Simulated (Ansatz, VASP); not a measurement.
Hf2Bi3O2: VASP beside Ansatz

```
Hf Bi O
1.0
     0.00000    5.53348    5.34901
     3.51447    0.00000    5.34901
     3.51447    5.53348    0.00000
Hf Bi O
2 3 2
Direct
  0.00000 0.50000 0.50000
  0.50000 0.00000 0.00000
  0.66629 0.66629 0.33371
  0.33371 0.33371 0.66629
  0.00000 0.00000 0.00000
  0.68148 0.31852 0.31852
  0.31852 0.68148 0.68148
```

Alike in both runs: functional PBE; k mesh 4 × 4 × 4; occupations gaussian, width 0.2 eV; no spin polarisation.

Ansatz relaxed the structure, and its values are those at the end. VASP's run is a single point on that final structure, the one shown.

|  | VASP | Ansatz |
| --- | --- | --- |
| version | VASP 6.6.1 | Ansatz 0.2.0 |
| potentials or method | VASP PAW PBE potentials, release 64 (Hf_pv, Bi_d, O), cutoff 600 eV | scalar-relativistic, plane waves, PAW |
| valence electrons in the cell | 77 | 109 |

```tsv
	VASP	Ansatz	Ansatz less VASP
gap on the k mesh at the Fermi level (eV)	none	none	-
pressure (GPa)	-0.3	-0.2	+0.07
rms of the force components (eV/Å)	0.013	0.009	-0.0038
```

A gap of «none» marks a metal or a gap that the smearing closes. The functional is the same, so the differences come from potentials, cutoffs and numerics. VASP's potentials hold 77 valence electrons a cell and Ansatz's 109, so a difference there can come from the potentials and not from the codes.

Neither program's run includes spin-orbit coupling.
